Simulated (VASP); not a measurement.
# MgO (I4mm) in VASP: notebook

MgO is run at these levels: PBE; tasks: single point.

All numbers are computed with VASP 6.6.1; they aren't measurements. Logs are shortened: lines on timing, memory, paths and dates and some standing lists are left out, and cuts for length are marked.

### Step 1. The cell of the first run

Symmetry: I4mm, No. 107, tetragonal system. The conventional cell has a = 3.020 Å, b = 3.020 Å, c = 4.270 Å, α = 90.00°, β = 90.00°, γ = 90.00°. Within 2.4 Å of Mg (site symmetry 4mm) lie 5 O at 1.84 to 2.16 Å. Within 2.4 Å of O (site symmetry 4mm) lie 5 Mg at 1.84 to 2.16 Å.

### Step 2. Single point, PBE

Input file INCAR:

```
SYSTEM = MgO
ALGO = Normal ; EDIFF = 1E-7
ENCUT = 520 ; GGA = PE
ISIF = 2 ; ISMEAR = 0
LASPH = .True. ; LCHARG = .False.
LREAL = .False. ; LWAVE = .False.
NBANDS = 11 ; NELM = 80
PREC = Accurate ; SIGMA = 0.05
```

Input file KPOINTS:

```
k-points
0
Gamma
  10 10 10
  0 0 0
```

Input file POSCAR:

```
MgO
1.0
    0.0000000000      2.1351500000      2.1351500000
    2.1351500000      0.0000000000      2.1351500000
    2.1351500000      2.1351500000      0.0000000000
Mg O
1 1
Direct
    0.0702526755      0.0702526755     -0.0702526755
    0.5000000000      0.5000000000      0.5000000000
```

Potentials or basis: VASP PAW PBE potentials, release 64 (Mg, O).

Started as:

```sh
$ cat potpaw_PBE.64/Mg/POTCAR potpaw_PBE.64/O/POTCAR > POTCAR
$ mpirun -np 1 vasp_std > vasp.out
```

OUTCAR:

```text
SYSTEM = MgO
   EDIFF = 1E-7
   ENCUT = 520
   GGA = PE
   ISIF = 2
   ISMEAR = 0
   LASPH = .True.
   LREAL = .False.
   NELM = 80
   PREC = Accurate

 ion  position               nearest neighbor table
   1  0.070  0.070  0.930-   2 1.84   2 2.16   2 2.16   2 2.16   2 2.16   2 2.44
   2  0.500  0.500  0.500-   1 1.84   1 2.16   1 2.16   1 2.16   1 2.16   1 2.44

  LATTYP: Found a face centered cubic cell.
 ALAT       =     4.2703000000

  Lattice vectors:

 A1 = (   0.0000000000,   2.1351500000,   2.1351500000)
 A2 = (   2.1351500000,   0.0000000000,   2.1351500000)
 A3 = (   2.1351500000,   2.1351500000,   0.0000000000)

Analysis of symmetry for initial positions (statically):
=====================================================================
 Subroutine PRICEL returns:
 Original cell was already a primitive cell.

 Routine SETGRP: Setting up the symmetry group for a
 face centered cubic supercell.

 Subroutine GETGRP returns: Found  8 space group operations
 (whereof  8 operations were pure point group operations)
 out of a pool of 48 trial point group operations.

The static configuration has the point symmetry C_4v.

Analysis of symmetry for dynamics (positions and initial velocities):
=====================================================================
 Subroutine PRICEL returns:
 Original cell was already a primitive cell.

 Routine SETGRP: Setting up the symmetry group for a
 face centered cubic supercell.

 Subroutine GETGRP returns: Found  8 space group operations
 (whereof  8 operations were pure point group operations)
 out of a pool of 48 trial point group operations.

The dynamic configuration has the point symmetry C_4v.

 Subroutine INISYM returns: Found  8 space group operations
 (whereof  8 operations are pure point group operations),
 and found     1 'primitive' translations

----------------------------------------------------------------------------------------

                                     Primitive cell

  volume of cell :      19.4677

  direct lattice vectors                    reciprocal lattice vectors
     0.000000000  2.135150000  2.135150000    -0.234175585  0.234175585  0.234175585
     2.135150000  0.000000000  2.135150000     0.234175585 -0.234175585  0.234175585
     2.135150000  2.135150000  0.000000000     0.234175585  0.234175585 -0.234175585

  length of vectors
     3.019558088  3.019558088  3.019558088     0.405604011  0.405604011  0.405604011

  position of ions in fractional coordinates (direct lattice)
     0.070252676  0.070252676  0.929747324
     0.500000000  0.500000000  0.500000000

  ion indices of the primitive-cell ions
   primitive index   ion index
                 1           1
                 2           2

----------------------------------------------------------------------------------------

 KPOINTS: k-points

Automatic generation of k-mesh.
 Grid dimensions read from file:
 generate k-points for:   10   10   10

 Generating k-lattice:

  Cartesian coordinates                     Fractional coordinates (reciprocal lattice)
    -0.023417558  0.023417558  0.023417558     0.100000000  0.000000000  0.000000000
     0.023417558 -0.023417558  0.023417558     0.000000000  0.100000000  0.000000000
     0.023417558  0.023417558 -0.023417558     0.000000000  0.000000000  0.100000000

  Length of vectors
     0.040560401  0.040560401  0.040560401

  Shift w.r.t. Gamma in fractional coordinates (k-lattice)
     0.000000000  0.000000000  0.000000000

 Subroutine IBZKPT returns following result:
 ===========================================

 Found    102 irreducible k-points:

 Following reciprocal coordinates:
            Coordinates               Weight
  0.000000  0.000000  0.000000      1.000000
  0.100000  0.000000  0.000000      8.000000
  0.200000  0.000000  0.000000      8.000000
  0.300000  0.000000  0.000000      8.000000
  0.400000  0.000000  0.000000      8.000000
  0.500000  0.000000  0.000000      4.000000
[... 16 lines left out ...]
 -0.100000  0.100000  0.000000      4.000000
  0.000000 -0.100000  0.100000      8.000000
 [... further k-points ...]
   k-points           NKPTS =    102   k-points in BZ     NKDIM =    102   number of bands    NBANDS=     11
   number of dos      NEDOS =    301   number of ions     NIONS =      2
   total plane-waves  NPLWV =  13824
   dimension x,y,z NGX =    24 NGY =   24 NGZ =   24
   dimension x,y,z NGXF=    48 NGYF=   48 NGZF=   48
   ions per type =               1   1
   NGX,Y,Z   is equivalent  to a cutoff of  13.21, 13.21, 13.21 a.u.
   NGXF,Y,Z  is equivalent  to a cutoff of  26.43, 26.43, 26.43 a.u.
 SYSTEM =  MgO
   PREC   = accura    normal or accurate (medium, high low for compatibility)
   ISTART =      0    job   : 0-new  1-cont  2-samecut
   ICHARG =      2    charge: 1-file 2-atom 10-const
   ISPIN  =      1    spin polarized calculation?
   LNONCOLLINEAR =      F non collinear calculations
   LSORBIT =      F    spin-orbit coupling
   LASPH  =      T    aspherical Exc in radial PAW
   ENCUT  =  520.0 eV  38.22 Ry    6.18 a.u.   5.61  5.61  5.61*2*pi/ulx,y,z
   NELM   =     80;   NELMIN=  2; NELMDL= -5     # of ELM steps
   EDIFF  = 0.1E-06   stopping-criterion for ELM
   LREAL  =      F    real-space projection
   EDIFFG = 0.1E-05   stopping-criterion for IOM
   NSW    =      0    number of steps for IOM
   IBRION =     -1    ionic relax: 0-MD 1-quasi-New 2-CG
   NFREE  =      0    steps in history (QN), initial steepest desc. (CG)
   ISIF   =      2    stress and relaxation
   ISYM   =      2    0-nonsym 1-usesym 2-fastsym
   POTIM  = 0.5000    time-step for ionic-motion
   TEBEG  =    0.0;   TEEND  =   0.0 temperature during run
   PSTRESS=    0.0 pullay stress
   NELECT =       8.0000    total number of electrons
   NUPDOWN=      -1.0000    fix difference up-down
   EMIN   =  10.00;   EMAX   =-10.00  energy-range for DOS
   EFERMI =   0.00;   METHOD = LEGACY
   ISMEAR =     0;   SIGMA  =   0.05  broadening in eV -4-tet -1-fermi 0-gaus
   EFERMI_NEDOS =   21; number of points for ismear=-14 and -15
   IALGO  =     38    algorithm
   IMIX   =      4    mixing-type and parameters
     AMIX     =   0.40;   BMIX     =  1.00
     AMIX_MAG =   1.60;   BMIX_MAG =  1.00
  volume/ion in A,a.u.               =       9.73        65.69
  Fermi-wavevector in a.u.,A,eV,Ry     =   1.217119  2.300022 20.155386  1.481379
  Thomas-Fermi vector in A             =   2.352450
   LORBIT       =      0    0 simple, 1 ext, 2 COOP (PROOUT), +10 PAW based schemes
   GGA     = PE    functional components
   LHFCALC =     F    Hartree Fock is set to
   AEXX    =    0.0000 exact exchange contribution
   IVDW    =     0    specifies the selected vdW correction
   LEPSILON=     F    determine dielectric tensor
   LRPA    =     F    only Hartree local field effects (RPA)
 non-spin polarized calculation
 Gauss-broadening in eV      SIGMA  =   0.05
  energy-cutoff  :      520.00
  volume of cell :       19.47
 maximum number of plane-waves:       544
   NGX = 11   NGY = 11   NGZ = 11

 number of electron       8.0000002 magnetization

 Free energy of the ion-electron system (eV)
  ---------------------------------------------------
  ext. energy  EPLUGINS =         0.00000000
  ---------------------------------------------------
  free energy    TOTEN  =       -11.63281783 eV

  energy without entropy =      -11.63281783  energy(sigma->0) =      -11.63281783

 E-fermi :   3.1376     XC(G=0): -10.8513

 val. band max:        2.8055650697   @ k =   0.0000   0.0000   0.0000
 cond. band min:       7.1290480303   @ k =   0.0000   0.0000   0.0000
 fundamental gap:      4.3234829606
 Fermi energy:         3.1375561358

 k-point     1 :       0.0000    0.0000    0.0000
  band No.  band energies     occupation
      1     -14.2167      2.00000
      2       2.7048      2.00000
      3       2.8056      2.00000
      4       2.8056      2.00000
      5       7.1290      0.00000
      6      18.5963      0.00000
      7      18.7704      0.00000
      8      18.7704      0.00000
      9      22.0672      0.00000
     10      24.0409      0.00000
     11      24.2181      0.00000

 k-point     2 :       0.1000    0.0000    0.0000
  band No.  band energies     occupation
      1     -14.1203      2.00000
      2       2.1157      2.00000
      3       2.7177      2.00000
      4       2.7503      2.00000
      5       7.7523      0.00000
      6      17.2956      0.00000
      7      18.8984      0.00000
      8      18.9598      0.00000
      9      23.2107      0.00000
     10      23.3100      0.00000
     11      23.9205      0.00000

 k-point     3 :       0.2000    0.0000    0.0000
  band No.  band energies     occupation
      1     -13.8561      2.00000
      2       0.8778      2.00000
      3       2.5734      2.00000
      4       2.6096      2.00000
      5       8.9539      0.00000
      6      15.6713      0.00000
      7      19.1725      0.00000
      8      19.2606      0.00000
      9      22.5893      0.00000
     10      22.8434      0.00000
     11      24.6356      0.00000

 k-point     4 :       0.3000    0.0000    0.0000
  band No.  band energies     occupation
      1     -13.5021      2.00000
      2      -0.3461      2.00000
      3       2.4048      2.00000
      4       2.4427      2.00000
      5       9.9636      0.00000
      6      14.7763      0.00000
      7      19.1410      0.00000
      8      19.1597      0.00000
      9      23.0988      0.00000
     10      23.1827      0.00000
     11      24.2678      0.00000
[... 239 lines left out ...]
 k-point    22 :       0.0000   -0.2000    0.1000
  band No.  band energies     occupation
      1     -13.6752      2.00000
      2       0.3928      2.00000
      3       2.1979      2.00000
      4       2.5547      2.00000
      5       9.6718      0.00000
      6      15.1171      0.00000
      7      18.3211      0.00000
      8      19.9460      0.00000
      9      21.8353      0.00000
     10      23.5698      0.00000
     11      25.3144      0.00000

 k-point    23 :      -0.1000    0.1000    0.0000
  band No.  band energies     occupation
      1     -13.9688      2.00000
      2       1.4190      2.00000
      3       2.4890      2.00000
      4       2.7190      2.00000
      5       8.5817      0.00000
      6      16.1589      0.00000
      7      18.8431      0.00000
      8      19.2917      0.00000
      9      21.8775      0.00000
     10      23.4360      0.00000
     11      25.4622      0.00000

 k-point    24 :       0.0000   -0.1000    0.1000
  band No.  band energies     occupation
      1     -13.9683      2.00000
      2       1.4476      2.00000
      3       2.4973      2.00000
      4       2.6891      2.00000
      5       8.5237      0.00000
      6      16.2279      0.00000
      7      18.7708      0.00000
      8      19.3804      0.00000
      9      22.2624      0.00000
     10      23.4529      0.00000
     11      24.9954      0.00000

 [... further k-points ...]
[... 5 lines left out ...]
  --------------------------------------------------------------------------------------
  -------------------------------------------------------------------------------------
  Total       -0.4742772     -0.4742772      3.2536551      0.0000000     -0.0000000      0.0000000
  in kB      -39.0326169    -39.0326169    267.7730927      0.0000000     -0.0000000      0.0000000
  external PRESSURE =      63.2359530 kB  Pullay stress =       0.0000000 kB

 VOLUME and BASIS-vectors are now :
 -----------------------------------------------------------------------------
  energy-cutoff  :      520.00
  volume of cell :       19.47
      direct lattice vectors                 reciprocal lattice vectors
     0.000000000  2.135150000  2.135150000    -0.234175585  0.234175585  0.234175585
     2.135150000  0.000000000  2.135150000     0.234175585 -0.234175585  0.234175585
     2.135150000  2.135150000  0.000000000     0.234175585  0.234175585 -0.234175585

 POSITION                                       TOTAL-FORCE (eV/Angst)
 -----------------------------------------------------------------------------------
      2.13515      2.13515      0.30000         0.000000      0.000000     -2.369332
      2.13515      2.13515      2.13515         0.000000      0.000000      2.369332
 -----------------------------------------------------------------------------------
    total drift:                                0.000000      0.000000      0.000848

  FREE ENERGIE OF THE ION-ELECTRON SYSTEM (eV)
  ---------------------------------------------------
  free  energy   TOTEN  =       -11.6328178346 eV

  energy  without entropy=      -11.6328178346  energy(sigma->0) =      -11.63281783
```

Wall time 21 s (1 thread of Intel Xeon 8259CL, shared host); peak memory 0.15 GiB.

What came out:

```
Free energy            : -11.6328 eV
Pressure               : 6.3 GPa
Largest force          : 2.369 eV/Å
Band gap on the k mesh : 4.32 eV, direct
```

Forces in eV/Å, atoms in the order of the input:
```
Mg   0.000  0.000 -2.369
O    0.000  0.000  2.369
```

Levels at points of the mesh, in eV from the valence-band top:
```tsv
k point	band 2	band 3	band 4	band 5	band 6	band 7
(0.00, 0.00, 0.00)	-0.10	0.00	0.00	4.32	15.79	15.96
(0.50, 0.00, 0.00)	-4.36	-0.58	-0.54	7.71	11.86	15.89
(0.50, 0.50, 0.00)	-3.75	-1.23	-1.23	9.08	9.16	12.77
(0.00, 0.50, 0.50)	-3.85	-1.31	-1.25	9.20	9.38	12.76
```

Caveat: the cell differs from its parent crystal (all Mg atoms moved -0.300 Å, as atom 1 towards its neighbour atom 2 (O) at 2.135 Å); forces of over 1 eV/Å act on the atoms, so gaps and moduli don't describe the material at rest.

### Step 3. Single point, PBE

Input file INCAR:

```
ALGO = Normal ; EDIFF = 1E-6
ENCUT = 520 ; GGA = PE
ISIF = 2 ; ISMEAR = 0
LASPH = True ; LCHARG = True
LELF = True ; LREAL = False
LVHAR = True ; LWAVE = False
NBANDS = 11 ; NELM = 60
PREC = Accurate ; SIGMA = 0.05
```

Input file KPOINTS:

```
k-points
0
Gamma
  10 10 10
```

POSCAR, as its differences from that of step 2:

```diff
@@ -8,3 +8,3 @@
 Direct
-    0.0702526755      0.0702526755     -0.0702526755
+   -0.0526895066     -0.0526895066      0.0526895066
     0.5000000000      0.5000000000      0.5000000000
```

Potentials or basis: VASP PAW PBE potentials, release 64 (Mg, O).

Started as:

```sh
$ cat potpaw_PBE.64/Mg/POTCAR potpaw_PBE.64/O/POTCAR > POTCAR
$ mpirun -np 1 vasp_std > vasp.out
```

It took 20 s on 1 thread of Intel Xeon 8259CL, shared host; peak memory 0.15 GiB.

It converged, with:

| Item | Value |
| --- | --- |
| Free energy | -11.7728 eV |
| Pressure | 2.2 GPa |
| Largest force | 1.427 eV/Å |
| Band gap on the k mesh | 4.33 eV, direct |

Forces in eV/Å, atoms in the order of the input:
```
Mg   0.000  0.000  1.427
O    0.000  0.000 -1.427
```

Stress tensor (GPa, compression positive):
```
-3.30  0.00  0.00
 0.00 -3.30  0.00
 0.00  0.00 13.18
```

Levels at points of the mesh, in eV from the valence-band top:
```tsv
k point	band 1	band 2	band 3	band 4	band 5	band 6	band 7	band 8	band 9
(0.00, 0.00, 0.00)	-17.04	-0.06	0.00	0.00	4.33	15.69	15.79	15.79	19.31
(0.50, 0.00, 0.00)	-15.87	-4.40	-0.60	-0.57	7.68	11.97	15.88	16.05	20.17
(0.50, 0.50, 0.00)	-15.63	-3.83	-1.26	-1.26	9.12	9.25	12.74	18.43	18.43
(0.00, 0.50, 0.50)	-15.62	-3.88	-1.30	-1.27	9.24	9.33	12.72	18.30	18.70
```

Caveat: the cell differs from its parent crystal (all Mg atoms moved +0.225 Å, as atom 1 towards its neighbour atom 2 (O) at 2.135 Å); forces of over 1 eV/Å act on the atoms, so gaps and moduli don't describe the material at rest.

### Step 4. Single point, PBE

Input file INCAR:

```
SYSTEM = MgO
PREC = Accurate ; ENCUT = 520
EDIFF = 1E-6 ; ISMEAR = 0
SIGMA = 0.05 ; LREAL = .False.
LASPH = .True. ; NELM = 80
ALGO = Normal ; ISIF = 2
LWAVE = .False. ; LCHARG = .False.
GGA = PE ; NBANDS = 11
```

Input file KPOINTS:

```
regular mesh
0
Gamma
  10 10 10
  0 0 0
```

POSCAR, as its differences from that of step 3:

```diff
@@ -8,3 +8,3 @@
 Direct
-   -0.0526895066     -0.0526895066      0.0526895066
+    0.0351263377      0.0351263377     -0.0351263377
     0.5000000000      0.5000000000      0.5000000000
```

Started as:

```sh
$ cat potpaw_PBE.64/Mg/POTCAR potpaw_PBE.64/O/POTCAR > POTCAR
$ mpirun -np 1 vasp_std > vasp.out
```

It took 24 s on 1 thread of Intel Xeon 8259CL, shared host; peak memory 0.15 GiB.

The run converged. Its results:

| Quantity | Value |
| --- | --- |
| Free energy | -11.8546 eV |
| Pressure | -0.5 GPa |
| Largest force | 0.795 eV/Å |
| Band gap on the k mesh | 4.33 eV, direct |

Forces in eV/Å, atoms in the order of the input:
```
Mg   0.000  0.000 -0.795
O    0.000  0.000  0.795
```

Stress tensor (GPa, compression positive):
```
-2.83  0.00  0.00
 0.00 -2.83  0.00
 0.00  0.00  4.26
```

Levels at points of the mesh, in eV from the valence-band top:
```tsv
k point	band 2	band 3	band 4	band 5	band 6	band 7
(0.00, 0.00, 0.00)	-0.03	0.00	0.00	4.33	15.62	15.67
(0.50, 0.00, 0.00)	-4.42	-0.60	-0.59	7.66	12.06	15.89
(0.50, 0.50, 0.00)	-3.88	-1.28	-1.28	9.09	9.40	12.71
(0.00, 0.50, 0.50)	-3.90	-1.30	-1.29	9.15	9.43	12.69
```

Caveat: the cell differs from its parent crystal (all Mg atoms moved -0.150 Å, as atom 1 towards its neighbour atom 2 (O) at 2.135 Å).
